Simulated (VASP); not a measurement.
# ZnO (P6_3mc) in VASP: a series of runs

Runs on ZnO. Level: PBE+D4. Tasks: relaxation of shape and atoms at fixed volume.

All numbers are computed with VASP 6.6.1; they aren't measurements. Logs are shortened: lines on timing, memory, paths and dates and some standing lists are left out, and cuts for length are marked.

## 1. The cell of the first run

Symmetry: P6_3mc, No. 186, hexagonal system. The conventional cell has a = 3.230 Å, b = 3.230 Å, c = 5.212 Å, α = 90.00°, β = 90.00°, γ = 120.00°. Zn (site symmetry 3m) has 4 O at 1.97 to 1.98 Å within 2.6 Å. O (site symmetry 3m) has 4 Zn at 1.97 to 1.98 Å within 2.6 Å.

## 2. Relaxation of shape and atoms at fixed volume, PBE+D4 (volume scaled by 0.98)

File INCAR:

```
SYSTEM = ZnO
ALGO = Normal
EDIFF = 1E-6
EDIFFG = -0.01
ENCUT = 600
GGA = PE
IBRION = 2
ISIF = 4
ISMEAR = 0
IVDW = 13
LASPH = .TRUE.
LCHARG = .FALSE.
LREAL = .FALSE.
LWAVE = .FALSE.
NELM = 100
NSW = 60
PREC = Accurate
SIGMA = 0.05
```

File KPOINTS:

```
k-points
0
G
  8 8 6
  0 0 0
```

File POSCAR:

```
ZnO
1.0
    3.2301062517      0.0000000000      0.0000000000
   -1.6150531258      2.7973540709      0.0000000000
    0.0000000000      0.0000000000      5.2122149087
Zn O
2 2
Direct
    0.3333333333      0.6666666667      0.0015124609
    0.6666666667      0.3333333333      0.5015124609
    0.3333333333      0.6666666667      0.3805875391
    0.6666666667      0.3333333333      0.8805875391
```

Potentials or basis: VASP PAW PBE potentials, release 64 (Zn, O).

The run is started by

```console
$ cat potpaw_PBE.64/Zn/POTCAR potpaw_PBE.64/O/POTCAR > POTCAR
$ mpirun -np 1 vasp_std > vasp.out
```

OUTCAR:

```text
SYSTEM = ZnO
   EDIFF = 1E-6
   EDIFFG = -0.01
   ENCUT = 600
   GGA = PE
   IBRION = 2
   ISIF = 4
   ISMEAR = 0
   IVDW = 13
   LASPH = .TRUE.
   LREAL = .FALSE.
   NELM = 100
   NSW = 60
   PREC = Accurate

 ion  position               nearest neighbor table
   1  0.333  0.667  0.002-   4 1.97   4 1.97   4 1.97   3 1.98
   2  0.667  0.333  0.502-   3 1.97   3 1.97   3 1.97   4 1.98
   3  0.333  0.667  0.381-   2 1.97   2 1.97   2 1.97   1 1.98
   4  0.667  0.333  0.881-   1 1.97   1 1.97   1 1.97   2 1.98

  LATTYP: Found a hexagonal cell.
 ALAT       =     3.2301062517
 C/A-ratio  =     1.6136357453

  Lattice vectors:

 A1 = (   3.2301062517,   0.0000000000,   0.0000000000)
 A2 = (  -1.6150531258,   2.7973540709,   0.0000000000)
 A3 = (   0.0000000000,   0.0000000000,   5.2122149087)

Analysis of symmetry for initial positions (statically):
=====================================================================
 Subroutine PRICEL returns:
 Original cell was already a primitive cell.

 Routine SETGRP: Setting up the symmetry group for a
 hexagonal supercell.

 Subroutine GETGRP returns: Found 12 space group operations
 (whereof  6 operations were pure point group operations)
 out of a pool of 24 trial point group operations.

The static configuration has the point symmetry C_3v.
 The point group associated with its full space group is C_6v.

Analysis of symmetry for dynamics (positions and initial velocities):
=====================================================================
 Subroutine PRICEL returns:
 Original cell was already a primitive cell.

 Routine SETGRP: Setting up the symmetry group for a
 hexagonal supercell.

 Subroutine GETGRP returns: Found 12 space group operations
 (whereof  6 operations were pure point group operations)
 out of a pool of 24 trial point group operations.

The dynamic configuration has the point symmetry C_3v.
 The point group associated with its full space group is C_6v.

 Subroutine INISYM returns: Found 12 space group operations
 (whereof  6 operations are pure point group operations),
 and found     1 'primitive' translations

----------------------------------------------------------------------------------------

                                     Primitive cell

  volume of cell :      47.0963

  direct lattice vectors                    reciprocal lattice vectors
     3.230106252  0.000000000  0.000000000     0.309587339  0.178740334  0.000000000
    -1.615053126  2.797354071  0.000000000     0.000000000  0.357480667  0.000000000
     0.000000000  0.000000000  5.212214909     0.000000000  0.000000000  0.191857016
[... 93 lines left out ...]
   NFREE  =      1    steps in history (QN), initial steepest desc. (CG)
   ISIF   =      4    stress and relaxation
   ISYM   =      2    0-nonsym 1-usesym 2-fastsym
   POTIM  = 0.5000    time-step for ionic-motion
   TEBEG  =    0.0;   TEEND  =   0.0 temperature during run
   PSTRESS=    0.0 pullay stress
   NELECT =      36.0000    total number of electrons
   NUPDOWN=      -1.0000    fix difference up-down
   EMIN   =  10.00;   EMAX   =-10.00  energy-range for DOS
   EFERMI =   0.00;   METHOD = LEGACY
   ISMEAR =     0;   SIGMA  =   0.05  broadening in eV -4-tet -1-fermi 0-gaus
   EFERMI_NEDOS =   21; number of points for ismear=-14 and -15
   IALGO  =     38    algorithm
   IMIX   =      4    mixing-type and parameters
     AMIX     =   0.40;   BMIX     =  1.00
     AMIX_MAG =   1.60;   BMIX_MAG =  1.00
  volume/ion in A,a.u.               =      11.77        79.46
  Fermi-wavevector in a.u.,A,eV,Ry     =   1.496856  2.828648 30.484930  2.240579
  Thomas-Fermi vector in A             =   2.608819
   LORBIT       =      0    0 simple, 1 ext, 2 COOP (PROOUT), +10 PAW based schemes
   GGA     = PE    functional components
   LHFCALC =     F    Hartree Fock is set to
   AEXX    =    0.0000 exact exchange contribution
   IVDW    =    13    specifies the selected vdW correction
   LEPSILON=     F    determine dielectric tensor
   LRPA    =     F    only Hartree local field effects (RPA)
 conjugate gradient relaxation of ions
 non-spin polarized calculation
 Gauss-broadening in eV      SIGMA  =   0.05
  energy-cutoff  :      600.00
  volume of cell :       47.10
 maximum number of plane-waves:      1599
 NGX is ok and might be reduce to    28
   NGX = 13   NGY = 13   NGZ = 21

 number of electron      36.0000003 magnetization

 Free energy of the ion-electron system (eV)
  ---------------------------------------------------
  ext. energy  EPLUGINS =         0.00000000
  ---------------------------------------------------
  free energy    TOTEN  =       -17.80572337 eV

  energy without entropy =      -17.80572337  energy(sigma->0) =      -17.80572337

 E-fermi :   1.5595     XC(G=0): -10.9683

 val. band max:        1.3042151706   @ k =   0.0000   0.0000   0.0000
 cond. band min:       2.1001613090   @ k =   0.0000   0.0000   0.0000
 fundamental gap:      0.7959461384
 Fermi energy:         1.5595085944

 k-point     1 :       0.0000    0.0000    0.0000
  band No.  band energies     occupation
      1     -16.8784      2.00000
      2     -16.1423      2.00000
      3      -4.4482      2.00000
      4      -4.4482      2.00000
      5      -4.4284      2.00000
      6      -4.4034      2.00000
[... 589 lines left out ...]
     21       9.8739      0.00000
     22      10.0975      0.00000

 [... further k-points ...]

------------------------ aborting loop because EDIFF is reached ----------------------------------------

  DFT-D4 for vdW energy calculation

  Edisp (eV):   -0.96539

  FORCE on cell =-STRESS in cart. coord.  units (eV):
  Direction    XX          YY          ZZ          XY          YZ          ZX
  --------------------------------------------------------------------------------------
  -------------------------------------------------------------------------------------
  Total       1.16243     1.16243     1.17640     0.00000     0.00000     0.00000
  in kB      39.54489    39.54489    40.02034     0.00000     0.00000     0.00000
  external pressure =       39.70 kB  Pullay stress =        0.00 kB

 VOLUME and BASIS-vectors are now :
 -----------------------------------------------------------------------------
  energy-cutoff  :      600.00
  volume of cell :       47.10
      direct lattice vectors                 reciprocal lattice vectors
     3.230106252  0.000000000  0.000000000     0.309587339  0.178740334  0.000000000
    -1.615053126  2.797354071  0.000000000     0.000000000  0.357480667  0.000000000
     0.000000000  0.000000000  5.212214909     0.000000000  0.000000000  0.191857016

 POSITION                                       TOTAL-FORCE (eV/Angst)
 -----------------------------------------------------------------------------------
     -0.00000      1.86490      0.00788         0.000000     -0.000000      0.001534
      1.61505      0.93245      2.61399        -0.000000     -0.000000      0.001534
     -0.00000      1.86490      1.98370        -0.000000      0.000000     -0.001534
      1.61505      0.93245      4.58981         0.000000     -0.000000     -0.001534
 -----------------------------------------------------------------------------------
    total drift:                               -0.000000      0.000000     -0.002522

  FREE ENERGIE OF THE ION-ELECTRON SYSTEM (eV)
  ---------------------------------------------------
  free  energy   TOTEN  =       -18.7711103917 eV

  energy  without entropy=      -18.7711103917  energy(sigma->0) =      -18.77111039

 reached required accuracy - stopping structural energy minimisation
```

OSZICAR:

```text
N       E                     dE             d eps       ncg     rms          rms(c)
DAV:   1     0.308093900731E+03    0.30809E+03   -0.20565E+04  1760   0.264E+03
DAV:   2     0.122407372034E+02   -0.29585E+03   -0.28550E+03  1892   0.471E+02
DAV:   3    -0.203752065794E+02   -0.32616E+02   -0.32016E+02  2024   0.163E+02
DAV:   4    -0.210418711337E+02   -0.66666E+00   -0.66591E+00  1994   0.245E+01
DAV:   5    -0.210469388346E+02   -0.50677E-02   -0.50675E-02  2000   0.205E+00    0.150E+01
DAV:   6    -0.176673408881E+02    0.33796E+01   -0.11712E+01  3010   0.725E+01    0.925E+00
DAV:   7    -0.178405777090E+02   -0.17324E+00   -0.26540E+00  1816   0.195E+01    0.547E+00
DAV:   8    -0.178636689545E+02   -0.23091E-01   -0.77973E-01  2664   0.923E+00    0.178E+00
DAV:   9    -0.178021595672E+02    0.61509E-01   -0.18169E-01  2820   0.795E+00    0.331E-01
DAV:  10    -0.178057811252E+02   -0.36216E-02   -0.55760E-02  1790   0.176E+00    0.162E-01
DAV:  11    -0.178056673179E+02    0.11381E-03   -0.18671E-03  2562   0.740E-01    0.419E-02
DAV:  12    -0.178057282266E+02   -0.60909E-04   -0.25162E-04  2528   0.378E-01    0.328E-02
DAV:  13    -0.178057225419E+02    0.56847E-05   -0.45012E-05  2334   0.161E-01    0.117E-02
DAV:  14    -0.178057239402E+02   -0.13983E-05   -0.18672E-05  1880   0.373E-02    0.498E-03
DAV:  15    -0.178057233740E+02    0.56622E-06   -0.14323E-06  1324   0.123E-02
   1 F= -.18771110E+02 E0= -.18771110E+02  d E =-.187711E+02
```

CONTCAR:

```text
ZnO
   1.00000000000000
     3.2301062517000001    0.0000000000000000    0.0000000000000000
    -1.6150531258000000    2.7973540709000000    0.0000000000000000
     0.0000000000000000    0.0000000000000000    5.2122149087000000
  Zn              O
     2     2
Direct
     0.3333333332999970    0.6666666667000030    0.0015124609000026
     0.6666666667000030    0.3333333332999970    0.5015124609000026
     0.3333333332999970    0.6666666667000030    0.3805875390999987
     0.6666666667000030    0.3333333332999970    0.8805875390999987

  0.00000000E+00  0.00000000E+00  0.00000000E+00
  0.00000000E+00  0.00000000E+00  0.00000000E+00
  0.00000000E+00  0.00000000E+00  0.00000000E+00
  0.00000000E+00  0.00000000E+00  0.00000000E+00
```

Run time: 26 s. Hardware: 1 thread of Intel Xeon 6975P-C (Granite Rapids), shared host; peak memory 0.19 GiB.

What came out:

```yaml
Free_energy: -18.7711 eV
Pressure_after_relaxing: 4.0 GPa
Band_gap_on_the_k_mesh: 0.80 eV, direct
Dispersion_energy_per_atom: -0.241 eV
```

Final structure:
```cif
data_structure
_symmetry_space_group_name_H-M 'P 1'
_symmetry_Int_Tables_number 1
_cell_length_a 3.2301
_cell_length_b 3.2301
_cell_length_c 5.2122
_cell_angle_alpha 90.000
_cell_angle_beta 90.000
_cell_angle_gamma 120.000
_cell_volume 47.10
loop_
_atom_site_label
_atom_site_type_symbol
_atom_site_fract_x
_atom_site_fract_y
_atom_site_fract_z
_atom_site_occupancy
Zn1 Zn 0.33333 0.66667 0.00151 1
Zn2 Zn 0.66667 0.33333 0.50151 1
O1 O 0.33333 0.66667 0.38059 1
O2 O 0.66667 0.33333 0.88059 1
```

Caveat: the cell differs from its parent crystal (volume scaled by 0.98); the relaxation stopped at its first step, so nothing moved.

## 3. Relaxation of shape and atoms at fixed volume, PBE+D4

This run uses another cell than the first one, of 11.90 Å³/atom, 1.010 times its volume.

File INCAR:

```
SYSTEM = ZnO
PREC = Accurate ; ENCUT = 600
EDIFF = 1E-6 ; ISMEAR = 0
SIGMA = 0.05 ; LREAL = .FALSE.
LASPH = .TRUE. ; NELM = 100
ALGO = Normal ; ISIF = 4
LWAVE = .FALSE. ; LCHARG = .FALSE.
GGA = PE ; IVDW = 13
IBRION = 2 ; NSW = 60
EDIFFG = -0.02
```

File KPOINTS:

```
Automatic mesh
0
G
  8 8 6
  0 0 0
```

File POSCAR:

```
ZnO
1.0
    3.2419811861      0.0000000000      0.0000000000
   -1.6209905930      2.8076380657      0.0000000000
    0.0000000000      0.0000000000      5.2276401393
Zn O
2 2
Direct
    0.3333333333      0.6666666667      0.0014489168
    0.6666666667      0.3333333333      0.5014489168
    0.3333333333      0.6666666667      0.3806510832
    0.6666666667      0.3333333333      0.8806510832
```

Potentials or basis: VASP PAW PBE potentials, release 64 (Zn, O).

The run is started by

```console
$ cat potpaw_PBE.64/Zn/POTCAR potpaw_PBE.64/O/POTCAR > POTCAR
$ mpirun -np 1 vasp_std > vasp.out
```

Run time: 51 s. Hardware: 1 thread of Intel Xeon 6975P-C, shared host; peak memory 0.2 GiB.

Results (log left out):

```
Free energy                : -18.7816 eV
Pressure after relaxing    : 2.4 GPa
Band gap on the k mesh     : 0.78 eV, direct
Dispersion energy per atom : -0.239 eV
```

Stress tensor (GPa, compression positive):
```
2.36 0.00 0.00
0.00 2.36 0.00
0.00 0.00 2.52
```

Final structure:
```xyz
4
Lattice="3.2420 0.0000 0.0000 -1.6210 2.8076 0.0000 0.0000 0.0000 5.2276" Properties=species:S:1:pos:R:3 pbc="T T T"
Zn    0.0000    1.8718    0.0076
Zn    1.6210    0.9359    2.6214
O     0.0000    1.8718    1.9899
O     1.6210    0.9359    4.6037
```

Levels at points of the mesh, in eV from the valence-band top:
| k point | band 14 | band 15 | band 16 | band 17 | band 18 | band 19 | band 20 | band 21 | band 22 |
| --- | --- | --- | --- | --- | --- | --- | --- | --- | --- |
| (0.00, 0.00, 0.00) | -0.79 | -0.79 | -0.09 | 0.00 | 0.00 | 0.78 | 5.22 | 8.20 | 12.90 |
| (0.50, 0.00, 0.00) | -3.55 | -2.83 | -2.26 | -1.29 | -0.84 | 5.78 | 6.87 | 7.58 | 8.51 |
| (0.00, 0.00, 0.50) | -2.25 | -0.39 | -0.39 | -0.39 | -0.39 | 3.45 | 3.45 | 10.07 | 10.07 |
| (0.50, 0.00, 0.50) | -3.76 | -1.51 | -1.51 | -1.38 | -1.38 | 5.71 | 5.71 | 8.43 | 8.43 |

Caveat: the relaxation stopped at its first step, so nothing moved.
